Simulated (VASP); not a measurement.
A run of VASP 6.6.1:

Contents of INCAR:

```
SYSTEM = CdS
PREC = Accurate
ENCUT = 500
EDIFF = 1E-6
ISMEAR = -1
SIGMA = 0.05
LREAL = .False.
LASPH = .True.
NELM = 200
ALGO = Normal
ISIF = 2
LWAVE = .False.
LCHARG = .False.
ISPIN = 2
MAGMOM = 1 0
LORBIT = 11
NUPDOWN = 1.0
GGA = LIBXC
LIBXC1 = GGA_X_PBE
LIBXC2 = GGA_C_LYP
NBANDS = 20
ISYM = 0
GGA_COMPAT = .False.
```

Contents of KPOINTS:

```
Automatic mesh
0
Gamma
  8 8 8
  0.5 0.5 0.5
```

The input POSCAR:

```
CdS
1.0
    0.0000000000      2.9548794012      2.9548794012
    2.9548794012      0.0000000000      2.9548794012
    2.9548794012      2.9548794012      0.0000000000
Cd S
1 1
Direct
    0.0000000000      0.0000000000      0.0000000000
    0.7500000000      0.7500000000      0.7500000000
```

Potentials or basis: VASP PAW PBE potentials, release 64 (Cd, S).

Run with:

```sh
$ cat potpaw_PBE.64/Cd/POTCAR potpaw_PBE.64/S/POTCAR > POTCAR
$ mpirun -np 1 vasp_std > vasp.out
```

Hardware: 1 thread of Intel(R) Xeon(R) 6975P-C (Granite Rapids), with other jobs on the host.

**Question.** Estimate the wall time of this run.

**Answer.** It took 12 min on 1 thread of Intel(R) Xeon(R) 6975P-C (Granite Rapids), on a shared host, peak memory 1.3 GiB. Counts: scf iterations 14, k points 1024.
